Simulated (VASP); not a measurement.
Input of a VASP 6.6.1 run:

Contents of INCAR:

```
SYSTEM = Ir
ALGO     = Normal         ! electronic algorithm
EDIFF    = 1E-6           ! SCF threshold, eV
ENCUT    = 520            ! plane-wave cutoff, eV
GGA      = PE             ! functional
ISIF     = 2              ! what is computed and relaxed
ISMEAR   = 0              ! smearing method
LASPH    = .TRUE.         ! aspherical terms in the spheres
LCHARG   = .FALSE.        ! write CHGCAR
LREAL    = .FALSE.        ! projectors in reciprocal space
LWAVE    = .FALSE.        ! write WAVECAR
NBANDS   = 16             ! bands
NELM     = 80             ! most SCF steps
PREC     = Accurate       ! precision mode
SIGMA    = 0.15           ! smearing width, eV
```

File KPOINTS:

```
k-points
0
G
  18 18 10
  0 0 0
```

Contents of POSCAR:

```
Ir
1.0
    2.7478111495      0.0000000000      0.0000000000
   -1.3739055747      2.3796742603      0.0000000000
    0.0000000000      0.0000000000      4.8092000000
Ir
2
Direct
    0.6666666667      0.3333333333      0.7500000000
    0.3333333333      0.6666666667      0.2500000000
```

Potentials or basis: VASP PAW PBE potentials, release 64 (Ir).

The run is started by

```console
$ cat potpaw_PBE.64/Ir/POTCAR > POTCAR
$ mpirun -np 1 vasp_std > vasp.out
```

**Question.** Predict the band gap on the k mesh.

**Answer.** Zero (band 9 reaches 9.90 eV, above the bottom of band 10 at 6.82 eV).

**Question.** Predict the pressure.

**Answer.** -19.5 GPa.

Stress tensor (GPa, compression positive):
```
-13.30   0.00   0.00
  0.00 -13.30   0.00
  0.00   0.00 -31.95
```

Caveat: spin-orbit coupling is left out, which moves the levels of the heavy elements.
